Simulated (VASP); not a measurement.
A run of VASP 6.6.1 is set up as follows.

Contents of POSCAR:

```
CuO
1.0
    2.3398500000     -1.7384000000      0.0000000000
    2.3398500000      1.7384000000      0.0000000000
   -0.7694000000      0.0000000000      5.0611500000
Cu O
2 2
Direct
    0.0000000000      0.5000000000      0.0000000000
    0.5000000000      0.0000000000      0.5000000000
    0.5379000000      0.4621000000      0.2500000000
    0.4621000000      0.5379000000      0.7500000000
```

File INCAR.step1:

```
PREC = Accurate
ENCUT = 520
ISMEAR = 0
SIGMA = 0.1
LREAL = F
LASPH = T
NELM = 150
ISPIN = 2
MAGMOM = 1.54 1.54 0 0
NUPDOWN = 3.08
LMAXMIX = 4
NBANDS = 29
GGA = PE
ALGO = Normal
EDIFF = 1E-4
LWAVE = T
LCHARG = F
```

Contents of INCAR.step2:

```
PREC = Accurate
ENCUT = 520
EDIFF = 1E-6
ISMEAR = 0
SIGMA = 0.1
LREAL = F
LASPH = T
NELM = 150
ALGO = Normal
ISIF = 2
LWAVE = F
LCHARG = T
ISPIN = 2
MAGMOM = 1.54 1.54 0 0
LORBIT = 11
NUPDOWN = 3.08
LMAXMIX = 4
METAGGA = R2SCAN
LMIXTAU = T
LELF = T
LVHAR = T
NBANDS = 29
ISTART = 1
```

The input KPOINTS:

```
regular mesh
0
Gamma
  8 8 5
```

Potentials or basis: VASP PAW PBE potentials, release 64 (Cu, O).

Run with:

```console
$ cat potpaw_PBE.64/Cu/POTCAR potpaw_PBE.64/O/POTCAR > POTCAR
$ cp INCAR.step1 INCAR
$ mpirun -np 1 vasp_std > vasp.out
$ cp INCAR.step2 INCAR
$ mpirun -np 1 vasp_std > vasp.out
```

(1) Estimate the largest force.

(2) What does it give for the pressure?

Results:

(1) 0.507 eV/Å.

(2) 11.9 GPa.

Caveat: the stress differs along the axes, from 5 to 16 GPa; the PAW data sets were made with another functional, which shifts forces and pressure a little; the total moment is fixed, so each spin has its own Fermi level and the state may be an excited one.
